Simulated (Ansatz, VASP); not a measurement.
HfC: VASP beside Ansatz

The input INCAR:

```
SYSTEM = HfC
ALGO = Normal
EDIFF = 1E-6
ENCUT = 520
GGA = PE
ISIF = 2
ISMEAR = 0
LASPH = .TRUE.
LCHARG = .FALSE.
LREAL = .FALSE.
LWAVE = .FALSE.
NBANDS = 14
NELM = 80
PREC = Accurate
SIGMA = 0.15
```

Contents of KPOINTS:

```
k-points
0
G
  18 18 18
  0 0 0
```

The input POSCAR:

```
HfC
1.0
    0.0000000000      2.3598750000      2.3947500000
    2.3598750000      0.0000000000      2.3947500000
    2.3598750000      2.3598750000      0.0000000000
Hf C
1 1
Direct
    0.5000000000      0.5000000000      0.5000000000
    0.0000000000      0.0000000000      0.0000000000
```

Input for Ansatz:

```yaml
crystal:
  lattice:
    - [0.0, 2.359875, 2.39475]
    - [2.359875, 0.0, 2.39475]
    - [2.359875, 2.359875, 0.0]
  atoms:
    - { symbol: Hf, position: [0.5, 0.5, 0.5] }
    - { symbol: C, position: [0.0, 0.0, 0.0] }
basis:
  ecutwfc: 420
kpoints:
  mp_grid: { grid: [18, 18, 18] }
hamiltonian:
  xc: pbe
scf:
  occupations: { method: gaussian, width: 0.15 }
output:
  forces: true
  stress: true
  eigenvalues: true
  write_density: true
  write_potential: true
  elf: true
  volumetric_format: npy
```

Change from the starting cell: strain +0.015 along x and y, +0.030 along z, atoms carried along.

Alike in both runs: task single point; functional PBE; k mesh 18 × 18 × 18; occupations gaussian, width 0.15 eV; no spin polarisation.

|  | VASP | Ansatz |
| --- | --- | --- |
| version | VASP 6.6.1 | Ansatz 0.2.0 |
| potentials or method | VASP PAW PBE potentials, release 64 (Hf_pv, C), cutoff 520 eV | scalar-relativistic, plane waves, PAW |
| valence electrons in the cell | 14 | 30 |

Ansatz gave:

```
gap on the k mesh at the Fermi level (eV)                     : none
pressure (GPa)                                                : -12.1
traceless stress, the component that is largest in VASP (GPa) : -2.89
```

**Question.** Estimate VASP's values.

**Answer.** gap on the k mesh at the Fermi level (eV): none; pressure (GPa): -12.9; traceless stress, the component that is largest in VASP (GPa): -2.90.

A gap of «none» marks a metal or a gap that the smearing closes. VASP's potentials hold 14 valence electrons a cell and Ansatz's 30, so a difference there can come from the potentials and not from the codes.

Neither program's run includes spin-orbit coupling.
